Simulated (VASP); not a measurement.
Ca, 1 atom in the cell. Symmetry: Fm-3m, No. 225, cubic system. The conventional cell has a = 5.152 Å, b = 5.152 Å, c = 5.152 Å, α = 90.00°, β = 90.00°, γ = 90.00°. Ca (site symmetry m-3m) has 12 Ca at 3.64 Å within 4.8 Å. 

- Program: VASP 6.6.1
- Task: single point
- Functional: PBE
- Potentials or basis: VASP PAW PBE potentials, release 64 (Ca_sv)
- Cutoff: 520 eV
- k mesh: 8 × 8 × 8
- Occupations: fermi-dirac, width 0.05 eV
- Spin: no spin polarisation
- Dipole correction: no
- Further INCAR settings: ALGO = Normal; EDIFF = 1e-07; NBANDS = 11

Potentials or basis: VASP PAW PBE potentials, release 64 (Ca_sv).

Launch:

```console
$ cat potpaw_PBE.64/Ca_sv/POTCAR > POTCAR
$ mpirun -np 1 vasp_std > vasp.out
```

Hardware: 1 thread of Intel Xeon 8259CL, on a shared host.

**Question.** Estimate the wall time of this run.

**Answer.** Run time: 21 s on 1 thread of Intel Xeon 8259CL, on a shared host, peak memory 0.16 GiB. Counts: scf iterations 13, k points 29.
